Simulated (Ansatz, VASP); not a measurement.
**Hf in VASP and in Ansatz**

```xyz
2
Lattice="3.1190 0.0000 0.0000 0.0000 4.9418 0.0000 0.0000 0.0000 16.9004" Properties=species:S:1:pos:R:3 pbc="T T T"
Hf    2.3393    3.7064    8.0689
Hf    0.7798    1.2355    8.8315
```

Alike in both runs: functional LDA; k mesh 12 × 8 × 1; occupations fermi-dirac, width 0.05 eV; no spin polarisation.

Ansatz relaxed the structure, and its values are those at the end. VASP's run is a single point on that final structure, the one shown.

```csv
,VASP,Ansatz
version,VASP 6.6.1,Ansatz 0.2.0
potentials or method,"VASP PAW LDA potentials, release 64 (Hf_pv)","PAW with Ansatz's default frozen-core files, scalar-relativistic"
plane-wave cutoff (eV),520,420
valence electrons in the cell,20,52
```

Ansatz gave:

| Property | Result |
| --- | --- |
| rms of the force components (eV/Å) | 0.003 |

Which values does VASP return?

rms of the force components (eV/Å): 0.011.

LDA's correlation is that of Perdew and Zunger in VASP and of Perdew and Wang (1992) in Ansatz. VASP's potentials hold 20 valence electrons a cell and Ansatz's 52, so a difference there can come from the potentials and not from the codes. Ansatz's warnings: stress scf threshold loose.

Spin-orbit coupling is off throughout.
